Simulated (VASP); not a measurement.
Write the native input for VASP 6.6.1 that does the following.

```
Task                   : single point
Functional             : PBE
Potentials or basis    : VASP PAW PBE potentials, release 64 (B, P)
Cutoff                 : 500 eV
k mesh                 : 3 × 3 × 4
Occupations            : gaussian, width 0.2 eV
Spin                   : no spin polarisation
Dipole correction      : no
Further INCAR settings : ALGO = Normal; EDIFF = 1e-06; NBANDS = 32
```

The structure of B2P3 lies in POSCAR:

```
B2P3
1.0
    6.5828572759      0.0000000000      0.0000000000
    0.0000000000      6.5828572759      0.0000000000
    0.0000000000      0.0000000000      3.1597483873
B P
4 6
Direct
    0.7747067738      0.2747067738      0.0000000000
    0.7252932262      0.7747067738      0.0000000000
    0.2252932262      0.7252932262      0.0000000000
    0.2747067738      0.2252932262      0.0000000000
    0.8771259364      0.3771259364      0.5000000000
    0.6228740636      0.8771259364      0.5000000000
    0.1228740636      0.6228740636      0.5000000000
    0.3771259364      0.1228740636      0.5000000000
    0.5000000000      0.5000000000      0.5000000000
    0.0000000000      0.0000000000      0.5000000000
```

The cell was built from a structure type or drawn by symmetry, and may not be a known phase.

These files were run (other wordings do the same):

INCAR

```
SYSTEM = B2P3
ALGO     = Normal         ! electronic algorithm
EDIFF    = 1E-6           ! SCF threshold, eV
ENCUT    = 500            ! plane-wave cutoff, eV
GGA      = PE             ! functional
GGA_COMPAT= .FALSE.      
ISIF     = 2              ! what is computed and relaxed
ISMEAR   = 0              ! smearing method
LASPH    = .TRUE.         ! aspherical terms in the spheres
LCHARG   = .TRUE.         ! write CHGCAR
LELF     = .TRUE.         ! ELF
LREAL    = .FALSE.        ! projectors in reciprocal space
LVHAR    = .TRUE.       
LWAVE    = .FALSE.        ! write WAVECAR
NBANDS   = 32             ! bands
NELM     = 120            ! most SCF steps
PREC     = Accurate       ! precision mode
SIGMA    = 0.2            ! smearing width, eV
```

KPOINTS

```
k-points
0
G
  3 3 4
  0 0 0
```

Potentials or basis: VASP PAW PBE potentials, release 64 (B, P).

Launch:

```console
$ cat potpaw_PBE.64/B/POTCAR potpaw_PBE.64/P/POTCAR > POTCAR
$ mpirun -np 1 vasp_std > vasp.out
```

It gave:

```json
{"Pressure": "-0.6 GPa", "Largest force": "0.071 eV/Å", "Band gap on the k mesh": "zero (bands 21 and 22 overlap by 1.16 eV)"}
```

Caveat: the k points lie up to 0.50 Å⁻¹ apart, too coarse for converged energies and pressures of a metal.

It took 49 s on 1 thread of Intel Xeon 8259CL, with other jobs on the host, peak memory 0.23 GiB.
